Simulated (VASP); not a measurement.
# SnO (rock salt type) (Fm-3m) in VASP: further runs, part 2 of 2

VASP 6.6.1. Earlier steps stand in the parts before.

## 3. Single point, r2SCAN

This run uses another cell than the first one, of 16.93 Å³/atom.

POSCAR reads:

```
SnO
1.0
    0.0000000000      2.5676759880      2.5676759880
    2.5676759880      0.0000000000      2.5676759880
    2.5676759880      2.5676759880      0.0000000000
Sn O
1 1
Direct
    0.0000000000      0.0000000000      0.0000000000
    0.5000000000      0.5000000000      0.5000000000
```

INCAR.step1 reads:

```
SYSTEM = SnO
ALGO     = Normal         ! electronic algorithm
EDIFF    = 1E-4           ! SCF threshold, eV
ENCUT    = 520            ! plane-wave cutoff, eV
GGA      = PE             ! functional
ISMEAR   = -1             ! smearing method
LASPH    = .TRUE.         ! aspherical terms in the spheres
LCHARG   = .FALSE.        ! write CHGCAR
LREAL    = .FALSE.        ! projectors in reciprocal space
LWAVE    = .TRUE.         ! write WAVECAR
NBANDS   = 17             ! bands
NELM     = 100            ! most SCF steps
PREC     = Accurate       ! precision mode
SIGMA    = 0.1            ! smearing width, eV
```

INCAR.step2 reads:

```
SYSTEM = SnO
ALGO     = Normal         ! electronic algorithm
EDIFF    = 1E-7           ! SCF threshold, eV
ENCUT    = 520            ! plane-wave cutoff, eV
ISIF     = 2              ! what is computed and relaxed
ISMEAR   = -1             ! smearing method
ISTART   = 1            
LASPH    = .TRUE.         ! aspherical terms in the spheres
LCHARG   = .TRUE.         ! write CHGCAR
LELF     = .TRUE.         ! ELF
LMIXTAU  = .TRUE.       
LREAL    = .FALSE.        ! projectors in reciprocal space
LVHAR    = .TRUE.       
LWAVE    = .FALSE.        ! write WAVECAR
METAGGA  = R2SCAN         ! meta-GGA
NBANDS   = 17             ! bands
NELM     = 100            ! most SCF steps
PREC     = Accurate       ! precision mode
SIGMA    = 0.1            ! smearing width, eV
```

KPOINTS reads:

```
k-points
0
G
  12 12 12
  0 0 0
```

Potentials or basis: VASP PAW PBE potentials, release 64 (Sn_d, O).

Command:

```bash
$ cat potpaw_PBE.64/Sn_d/POTCAR potpaw_PBE.64/O/POTCAR > POTCAR
$ cp INCAR.step1 INCAR
$ mpirun -np 1 vasp_std > vasp.out
$ cp INCAR.step2 INCAR
$ mpirun -np 1 vasp_std > vasp.out
```

OUTCAR:

```text
SYSTEM = SnO
   EDIFF = 1E-7
   ENCUT = 520
   ISIF = 2
   ISMEAR = -1
   ISTART = 1
   LASPH = .TRUE.
   LREAL = .FALSE.
   METAGGA = R2SCAN
   NELM = 100
   PREC = Accurate

 ion  position               nearest neighbor table
   1  0.000  0.000  0.000-   2 2.57   2 2.57   2 2.57   2 2.57   2 2.57   2 2.57
   2  0.500  0.500  0.500-   1 2.57   1 2.57   1 2.57   1 2.57   1 2.57   1 2.57

  LATTYP: Found a face centered cubic cell.
 ALAT       =     5.1353519760

  Lattice vectors:

 A1 = (   0.0000000000,   2.5676759880,   2.5676759880)
 A2 = (   2.5676759880,   0.0000000000,   2.5676759880)
 A3 = (   2.5676759880,   2.5676759880,   0.0000000000)

Analysis of symmetry for initial positions (statically):
=====================================================================
 Subroutine PRICEL returns:
 Original cell was already a primitive cell.

 Routine SETGRP: Setting up the symmetry group for a
 face centered cubic supercell.

 Subroutine GETGRP returns: Found 48 space group operations
 (whereof 48 operations were pure point group operations)
 out of a pool of 48 trial point group operations.

The static configuration has the point symmetry O_h .

Analysis of symmetry for dynamics (positions and initial velocities):
=====================================================================
 Subroutine PRICEL returns:
 Original cell was already a primitive cell.

 Routine SETGRP: Setting up the symmetry group for a
 face centered cubic supercell.

 Subroutine GETGRP returns: Found 48 space group operations
 (whereof 48 operations were pure point group operations)
 out of a pool of 48 trial point group operations.

The dynamic configuration has the point symmetry O_h .

 Subroutine INISYM returns: Found 48 space group operations
 (whereof 48 operations are pure point group operations),
 and found     1 'primitive' translations

----------------------------------------------------------------------------------------

                                     Primitive cell
[... 104 lines left out ...]
   EMIN   =  10.00;   EMAX   =-10.00  energy-range for DOS
   EFERMI =   0.00;   METHOD = LEGACY
   ISMEAR =    -1;   SIGMA  =   0.10  broadening in eV -4-tet -1-fermi 0-gaus
   EFERMI_NEDOS =   21; number of points for ismear=-14 and -15
   IALGO  =     38    algorithm
   IMIX   =      4    mixing-type and parameters
     AMIX     =   0.40;   BMIX     =  1.00
     AMIX_MAG =   1.60;   BMIX_MAG =  1.00
  volume/ion in A,a.u.               =      16.93       114.24
  Fermi-wavevector in a.u.,A,eV,Ry     =   1.373624  2.595773 25.672065  1.886844
  Thomas-Fermi vector in A             =   2.499124
   LORBIT       =      0    0 simple, 1 ext, 2 COOP (PROOUT), +10 PAW based schemes
   METAGGA = R2SCAN    functional components
   LHFCALC =     F    Hartree Fock is set to
   AEXX    =    0.0000 exact exchange contribution
   IVDW    =     0    specifies the selected vdW correction
   LEPSILON=     F    determine dielectric tensor
   LRPA    =     F    only Hartree local field effects (RPA)
 non-spin polarized calculation
  energy-cutoff  :      520.00
  volume of cell :       33.86
 maximum number of plane-waves:       941
   NGX = 13   NGY = 13   NGZ = 13

 number of electron      19.9999992 magnetization

 Free energy of the ion-electron system (eV)
  ---------------------------------------------------
  ext. energy  EPLUGINS =         0.00000000
  ---------------------------------------------------
  free energy    TOTEN  =       -32.24006469 eV

  energy without entropy =      -32.23630596  energy(sigma->0) =      -32.23818532

 E-fermi :   7.5177     XC(G=0): -11.3092

 val. band max:        7.3224212912   @ k =  -0.4167   0.1667   0.0833
 cond. band min:       7.7141407027   @ k =  -0.4167   0.1667   0.0833
 fundamental gap:      0.3917194115
 Fermi energy:         7.5177408790

 k-point     1 :       0.0000    0.0000    0.0000
  band No.  band energies     occupation
      1     -14.9625      2.00000
      2     -14.9625      2.00000
      3     -14.9625      2.00000
      4     -14.8988      2.00000
      5     -14.8988      2.00000
      6     -12.2806      2.00000
[... 457 lines left out ...]
      4     -14.9073      2.00000
      5     -14.8825      2.00000
      6     -11.6172      2.00000
[... 9 lines left out ...]
     16      21.5515      0.00000
     17      24.4422      0.00000

 [... further k-points ...]
[... 5 lines left out ...]
  --------------------------------------------------------------------------------------
  -------------------------------------------------------------------------------------
  Total       -0.6616262     -0.6616262     -0.6616262     -0.0000000     -0.0000000      0.0000000
  in kB      -31.3092453    -31.3092453    -31.3092453     -0.0000000     -0.0000000      0.0000000
  external PRESSURE =     -31.3092453 kB  Pullay stress =       0.0000000 kB

 VOLUME and BASIS-vectors are now :
 -----------------------------------------------------------------------------
  energy-cutoff  :      520.00
  volume of cell :       33.86
      direct lattice vectors                 reciprocal lattice vectors
     0.000000000  2.567675988  2.567675988    -0.194728619  0.194728619  0.194728619
     2.567675988  0.000000000  2.567675988     0.194728619 -0.194728619  0.194728619
     2.567675988  2.567675988  0.000000000     0.194728619  0.194728619 -0.194728619

 POSITION                                       TOTAL-FORCE (eV/Angst)
 -----------------------------------------------------------------------------------
      0.00000      0.00000      0.00000        -0.000000     -0.000000     -0.000000
      2.56768      2.56768      2.56768         0.000000      0.000000      0.000000
 -----------------------------------------------------------------------------------
    total drift:                                0.000000      0.000000      0.000000

  FREE ENERGIE OF THE ION-ELECTRON SYSTEM (eV)
  ---------------------------------------------------
  free  energy   TOTEN  =       -32.2400646855 eV

  energy  without entropy=      -32.2363059586  energy(sigma->0) =      -32.23818532
```

OUTCAR.step1:

```text
SYSTEM = SnO
   EDIFF = 1E-4
   ENCUT = 520
   GGA = PE
   ISMEAR = -1
   LASPH = .TRUE.
   LREAL = .FALSE.
[... 699 lines left out ...]
      0.00000      0.00000      0.00000         0.000000      0.000000     -0.000000
      2.56768      2.56768      2.56768         0.000000      0.000000      0.000000
 -----------------------------------------------------------------------------------
    total drift:                                0.000000      0.000000      0.000000

  FREE ENERGIE OF THE ION-ELECTRON SYSTEM (eV)
  ---------------------------------------------------
  free  energy   TOTEN  =       -10.4760141203 eV

  energy  without entropy=      -10.4707460313  energy(sigma->0) =      -10.47338008
```

Run time: 2.5 min. Hardware: 1 thread of Intel Xeon Platinum 8259CL at 2.50GHz (Skylake/Cascade Lake), shared host; peak memory 0.19 GiB.

What came out:

```yaml
Free_energy: -32.2401 eV
Pressure: -3.1 GPa
Band_gap_on_the_k_mesh: 0.39 eV
```

Caveat: the cell stands under tension; the PAW data sets were made with another functional, which shifts forces and pressure a little; spin-orbit coupling is left out, which moves the levels of the heavy elements. A k mesh can miss the band edges.

## 4. Single point, r2SCAN

This run uses another cell than the first one, of 16.93 Å³/atom.

POSCAR is that of step 3.

INCAR.step1 reads:

```
PREC = Accurate ; ENCUT = 520
ISMEAR = -1 ; SIGMA = 0.1
LREAL = F ; LASPH = T
NELM = 100 ; NBANDS = 17
GGA = PE ; ALGO = Normal
EDIFF = 1E-4 ; LWAVE = T
LCHARG = F
```

INCAR.step2 reads:

```
PREC = Accurate ; ENCUT = 520
EDIFF = 1E-6 ; ISMEAR = -1
SIGMA = 0.1 ; LREAL = F
LASPH = T ; NELM = 100
ALGO = Normal ; ISIF = 2
LWAVE = F ; LCHARG = F
METAGGA = R2SCAN ; LMIXTAU = T
NBANDS = 17 ; ISTART = 1
```

KPOINTS reads:

```
Automatic mesh
0
Gamma
  12 12 12
```

Command:

```bash
$ cat potpaw_PBE.64/Sn_d/POTCAR potpaw_PBE.64/O/POTCAR > POTCAR
$ cp INCAR.step1 INCAR
$ mpirun -np 1 vasp_std > vasp.out
$ cp INCAR.step2 INCAR
$ mpirun -np 1 vasp_std > vasp.out
```

It took 2.2 min on 1 thread of Intel Xeon Platinum 8259CL at 2.50GHz (Skylake/Cascade Lake), shared host; peak memory 0.19 GiB.

Results (log left out):

| Item | Value |
| --- | --- |
| Free energy | -32.2401 eV |
| Pressure | -3.1 GPa |
| Band gap on the k mesh | 0.39 eV |

Levels at points of the mesh, in eV from the valence-band top:
```csv
k point,band 6,band 7,band 8,band 9,band 10,band 11,band 12,band 13,band 14,band 15
"(0.00, 0.00, 0.00)",-19.60,-6.83,-3.39,-3.39,-3.39,7.77,7.77,7.77,10.49,10.49
"(0.50, 0.00, 0.00)",-19.06,-8.49,-3.20,-3.20,-0.59,0.68,4.47,4.47,9.97,14.50
"(0.50, 0.50, 0.00)",-18.60,-6.44,-4.77,-4.46,-4.46,3.74,5.58,6.00,6.00,13.99
```

Caveat: the cell stands under tension; the PAW data sets were made with another functional, which shifts forces and pressure a little; spin-orbit coupling is left out, which moves the levels of the heavy elements. A k mesh can miss the band edges.
